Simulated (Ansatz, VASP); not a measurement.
Al: VASP beside Ansatz

Contents of INCAR:

```
SYSTEM = Al
PREC = Accurate
ENCUT = 520
EDIFF = 1E-7
ISMEAR = 0
SIGMA = 0.15
LREAL = .False.
LASPH = .True.
NELM = 60
ALGO = Normal
ISIF = 2
LWAVE = .False.
LCHARG = .True.
GGA = PS
LELF = .True.
LVHAR = .True.
NBANDS = 8
```

Contents of KPOINTS:

```
regular mesh
0
Gamma
  20 20 20
  0 0 0
```

File POSCAR:

```
Al
1.0
   -1.5514382228      1.5514382228      1.5116577555
    1.5514382228     -1.5514382228      1.5116577555
    1.5514382228      1.5514382228     -1.5116577555
Al
1
Direct
    0.0000000000      0.0000000000      0.0000000000
```

Input for Ansatz:

```yaml
crystal:
  lattice:
    - [-1.5514382228, 1.5514382228, 1.5116577555]
    - [1.5514382228, -1.5514382228, 1.5116577555]
    - [1.5514382228, 1.5514382228, -1.5116577555]
  atoms:
    - { symbol: Al, position: [0.0, 0.0, 0.0] }
basis:
  ecutwfc: 420
kpoints:
  mp_grid: { grid: [20, 20, 20] }
hamiltonian:
  xc: pbesol
scf:
  occupations: { method: gaussian, width: 0.15 }
output:
  forces: true
  stress: true
  eigenvalues: true
```

Change from the starting cell: strain -0.025 along x and y, -0.050 along z, atoms carried along.

Alike in both runs: task single point; functional PBEsol; k mesh 20 × 20 × 20; occupations gaussian, width 0.15 eV; no spin polarisation.

|  | VASP | Ansatz |
| --- | --- | --- |
| version | VASP 6.6.1 | Ansatz 0.2.0 |
| potentials or method | VASP PAW PBE potentials, release 64 (Al), cutoff 520 eV | scalar-relativistic, plane waves, PAW |
| valence electrons in the cell | 3 | 3 |

VASP gave:

```
gap on the k mesh at the Fermi level (eV)                     : none
pressure (GPa)                                                : 12.7
traceless stress, the component that is largest in VASP (GPa) : -1.06
```

Estimate Ansatz's values.

gap on the k mesh at the Fermi level (eV): none; pressure (GPa): 12.6; traceless stress, the component that is largest in VASP (GPa): -1.05.

VASP's potentials were made for PBE, not for PBEsol. A gap of «none» marks a metal or a gap that the smearing closes.
